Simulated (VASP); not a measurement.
A run of VASP 6.6.1 is set up as follows.

The input INCAR:

```
SYSTEM = Hg
ALGO = Fast
EDIFF = 1E-6
ENCUT = 520
GGA = PE
GGA_COMPAT = .False.
ISIF = 2
ISMEAR = 0
LASPH = .True.
LCHARG = .False.
LORBIT = 11
LORBMOM = .True.
LREAL = .False.
LSORBIT = .True.
LWAVE = .False.
MAGMOM = 0 0 0
NBANDS = 23
NELM = 150
PREC = Accurate
SIGMA = 0.05
```

Contents of KPOINTS:

```
k-points
0
Gamma
  16 16 16
  0 0 0
```

The input POSCAR:

```
Hg
1.0
   -1.8844967330      1.8844967330      1.8844967330
    1.8844967330     -1.8844967330      1.8844967330
    1.8844967330      1.8844967330     -1.8844967330
Hg
1
Direct
    0.0000000000      0.0000000000      0.0000000000
```

Potentials or basis: VASP PAW PBE potentials, release 64 (Hg).

Run with:

```bash
$ cat potpaw_PBE.64/Hg/POTCAR > POTCAR
$ mpirun -np 1 vasp_ncl > vasp.out
```

Question: Predict the net moment.

Answer: 0.00 μB per cell.

Question: Predict the pressure.

Answer: 0.7 GPa.

Moments on the atoms (μB; x, y, z):
```
Hg  0.00 0.00 0.00
```
